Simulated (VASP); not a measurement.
Runs of VASP 6.6.1 on MnSe. The structure is cubic, space group Fm-3m (No. 225). The conventional cell has a = 5.440 Å, b = 5.440 Å, c = 5.440 Å, α = 90.00°, β = 90.00°, γ = 90.00°. Within 3.6 Å of Mn (site symmetry m-3m) lie 6 Se at 2.72 Å. Within 3.6 Å of Se (site symmetry m-3m) lie 6 Mn at 2.72 Å. 

```tsv
level	U	gap on the mesh (eV)	pressure (GPa)	moment (μB)
LDA	-	none	(a)	(b)
LDA+U	Mn d U = 4.0 eV	0.30	-1.9	5.00
LDA+U	Mn d U = 6.0 eV	0.57	-0.6	5.00
LDA+U	Mn d U = 2.0 eV	none	(c)	4.91
```

Alike in all rows: task single point; potentials or basis VASP PAW LDA potentials, release 64 (Mn_pv, Se); spin collinear, ferromagnetic start; cell as given; k mesh 11 × 11 × 11; cutoff (eV) 520; smearing fermi-dirac 0.05 eV.

**Question.** Estimate the missing entries.

**Answer.** (a) -9.6; (b) 4.49; (c) -4.2.

Caveats: a cell with one magnetic atom can't hold antiferromagnetic order, which such compounds often take; semilocal functionals often make such compounds metallic where correlation or magnetic order opens a gap, which also shifts bond lengths (some runs).

A k mesh can miss the band edges, and the runs leave out spin-orbit coupling on Se.

A gap of «none» marks levels without a gap at the run's occupations.
